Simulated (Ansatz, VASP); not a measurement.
Two plane-wave programs on C

```xyz
2
Lattice="0.0000 2.1127 3.3255 1.2198 0.0000 3.3255 1.2198 2.1127 0.0000" Properties=species:S:1:pos:R:3 pbc="T T T"
C     1.2198    0.7043    3.3255
C     1.2198    3.5212    3.3255
```

Change from the starting cell: volume scaled by 0.98, PAW files.

Alike in both runs: task electric field gradients; functional PBEsol; k mesh 18 × 18 × 18; occupations fermi-dirac, width 0.05 eV; no spin polarisation.

|  | VASP | Ansatz |
| --- | --- | --- |
| version | VASP 6.6.1 | Ansatz 0.2.0 |
| potentials or method | VASP PAW PBE potentials, release 64 (C) | PAW with Ansatz's default frozen-core files, scalar-relativistic |
| plane-wave cutoff (eV) | 520 | 420 |
| valence electrons in the cell | 8 | 8 |

```tsv
	VASP	Ansatz	Ansatz less VASP
pressure (GPa)	8.2	7.4	-0.71
traceless stress, the component that is largest in VASP (GPa)	-6.23	-5.46	+0.771
size of Vzz on the site where it differs most (V/Å²)	33.0	25.3	-7.65
```

VASP's potentials were made for PBE, not for PBEsol.
